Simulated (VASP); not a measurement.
Runs of VASP 6.6.1 on La. The structure is that of space group P6_3/mmc (No. 194), or close to it. The cells are those of the table. 

```tsv
spin	cell	k mesh	smearing	gap on the mesh (eV)	pressure (GPa)
off	a = 3.773, b = 3.773, c = 12.113 Å, angles 90.0, 90.0, 120.0°, 4 atoms	2 × 2 × 1	fermi-dirac 0.1 eV	none	-6.4
off	a = 3.773, b = 3.773, c = 12.113 Å, angles 90.0, 90.0, 120.0°, 4 atoms	10 × 10 × 3	fermi-dirac 0.2 eV	none	0.4
collinear	a = 3.774, b = 3.774, c = 12.086 Å, angles 90.0, 90.0, 120.0°, 4 atoms	10 × 10 × 3	fermi-dirac 0.05 eV	none	0.1
off	a = 3.773, b = 3.773, c = 12.113 Å, angles 90.0, 90.0, 120.0°, 4 atoms	10 × 10 × 3	fermi-dirac 0.1 eV	none	0.1
off	a = 3.773, b = 3.773, c = 12.113 Å, angles 90.0, 90.0, 120.0°, 4 atoms	10 × 10 × 3	fermi-dirac 0.03 eV	none	(a)
off	a = 3.773, b = 3.773, c = 12.113 Å, angles 90.0, 90.0, 120.0°, 4 atoms	5 × 5 × 2	fermi-dirac 0.1 eV	none	(b)
off	a = 3.773, b = 3.773, c = 12.113 Å, angles 90.0, 90.0, 120.0°, 4 atoms	10 × 10 × 3	fermi-dirac 0.3 eV	none	0.9
```

Alike in all rows: task single point; level PBE; potentials or basis VASP PAW PBE potentials, release 64 (La); cutoff (eV) 520.

Task: Estimate the missing entries.

Result: (a) 0.0; (b) 0.3.

Caveats: some runs use coarse meshes; spin-orbit coupling is left out, which moves the levels of the heavy elements; so wide a smearing shifts energies and pressures (at least some runs).

A k mesh can miss the band edges, and the runs leave out spin-orbit coupling on La.

A gap of «none» marks levels without a gap at the run's occupations.
